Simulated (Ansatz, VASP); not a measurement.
**LiF: VASP beside Ansatz**

```
F Li
1.0
     0.00000    2.00048    2.00048
     2.00048    0.00000    2.00048
     2.00048    2.00048    0.00000
F Li
1 1
Cartesian
  2.0005 2.0005 2.0005
  0.0000 0.0000 0.0000
```

Alike in both runs: task single point; functional PBEsol; k mesh 11 × 11 × 11; occupations fermi-dirac, width 0.05 eV; no spin polarisation.

|  | VASP | Ansatz |
| --- | --- | --- |
| version | VASP 6.6.1 | Ansatz 0.2.0 |
| potentials or method | VASP PAW PBE potentials, release 64 (F, Li_sv) | Ansatz PAW |
| plane-wave cutoff (eV) | 520 | 420 |
| valence electrons in the cell | 10 | 10 |

|  | VASP | Ansatz | Ansatz less VASP |
| --- | --- | --- | --- |
| gap on the k mesh at the Fermi level (eV) | 9.10 | 9.10 | -0.005 |
| least direct gap on the mesh (eV) | 9.10 | 9.10 | -0.005 |

VASP's potentials were made for PBE, not for PBEsol. With one functional, cell and mesh, what is left measures potentials, basis and numerics.

Noted on VASP's run: the cutoff is short for stress, so the pressure is rough. Noted on Ansatz's run: odd divisions of the mesh miss points on the zone boundary, where band edges often lie, so the gap on the mesh can be too wide.
